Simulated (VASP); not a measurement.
**Sn: single point with PBEsol**

Crystal: Sn.

```
CELL_PARAMETERS angstrom
-2.90040 2.90040 1.57769
2.90040 -2.90040 1.57769
2.90040 2.90040 -1.57769
ATOMIC_POSITIONS crystal
Sn 0.75000 0.25000 0.50000
Sn 0.00000 0.00000 0.00000
```

| Quantity | Value |
| --- | --- |
| Program | VASP 6.6.1 |
| Task | single point |
| Functional | PBEsol |
| Potentials or basis | VASP PAW PBE potentials, release 64 (Sn_d) |
| Cutoff | 520 eV |
| k mesh | 12 × 12 × 12 |
| Occupations | fermi-dirac, width 0.05 eV |
| Spin | no spin polarisation |

- Pressure: 0.6 GPa
- Band gap on the k mesh: zero (bands 14 and 15 overlap by 4.27 eV)

Stress tensor (GPa, compression positive):
```
0.72 0.00 0.00
0.00 0.72 0.00
0.00 0.00 0.49
```

Levels at points of the mesh, in eV from the Fermi level:
```tsv
k point	band 10	band 11	band 12	band 13	band 14	band 15	band 16	band 17	band 18	band 19
(0.00, 0.00, 0.00)	-21.05	-11.31	-3.60	-2.04	-2.04	2.92	6.32	6.32	7.02	7.11
(0.50, 0.00, 0.00)	-21.11	-6.97	-5.48	-2.31	-1.76	-1.17	2.22	2.90	4.79	7.24
(0.50, 0.50, 0.00)	-21.18	-9.02	-9.02	0.59	0.59	1.60	1.60	6.12	6.12	9.70
(0.50, 0.50, 0.50)	-21.25	-7.62	-7.62	-4.94	-4.94	5.14	5.14	9.58	9.58	12.66
```

It took 59 s on 1 thread of Intel(R) Xeon(R) 6975P-C (Granite Rapids), on a shared host, peak memory 0.3 GiB.

Caveat: the PAW data sets were made with another functional, which shifts forces and pressure a little; spin-orbit coupling is left out, which moves the levels of the heavy elements.
